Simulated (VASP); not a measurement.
Set up this calculation in VASP 6.6.1, as the native input.

| Property | Result |
| --- | --- |
| Task | single point |
| Functional | PBE |
| Potentials or basis | VASP PAW PBE potentials, release 64 (Ta_pv, Ru_pv) |
| Cutoff | 520 eV |
| k mesh | 12 × 12 × 18 |
| Occupations | gaussian, width 0.1 eV |
| Spin | no spin polarisation |
| Dipole correction | no |
| Further INCAR settings | ALGO = Fast; EDIFF = 1e-07; NBANDS = 26 |

The structure of TaRu2 lies in POSCAR:

```
TaRu2
1.0
    4.6423470272      0.0000000000      0.0000000000
   -2.3211735136      4.0203904587      0.0000000000
    0.0000000000      0.0000000000      2.6653257396
Ta Ru
1 2
Direct
    0.0000000000      0.0000000000      0.0000000000
    0.3333333333      0.6666666667      0.0000000000
    0.6666666667      0.3333333333      0.0000000000
```

One way to write it, as run:

INCAR

```
ALGO = Fast
EDIFF = 1E-7
ENCUT = 520
GGA = PE
ISIF = 2
ISMEAR = 0
LASPH = True
LCHARG = False
LREAL = False
LWAVE = False
NBANDS = 26
NELM = 80
PREC = Accurate
SIGMA = 0.1
```

KPOINTS

```
k-points
0
Gamma
  12 12 18
```

Potentials or basis: VASP PAW PBE potentials, release 64 (Ta_pv, Ru_pv).

Command:

```sh
$ cat potpaw_PBE.64/Ta_pv/POTCAR potpaw_PBE.64/Ru_pv/POTCAR > POTCAR
$ mpirun -np 1 vasp_std > vasp.out
```

Results of the run:

The pressure is 0.1 GPa.

Wall time 4.2 min on 1 thread of AMD EPYC 9R45 (Zen 5), with other jobs on the host, peak memory 0.3 GiB.
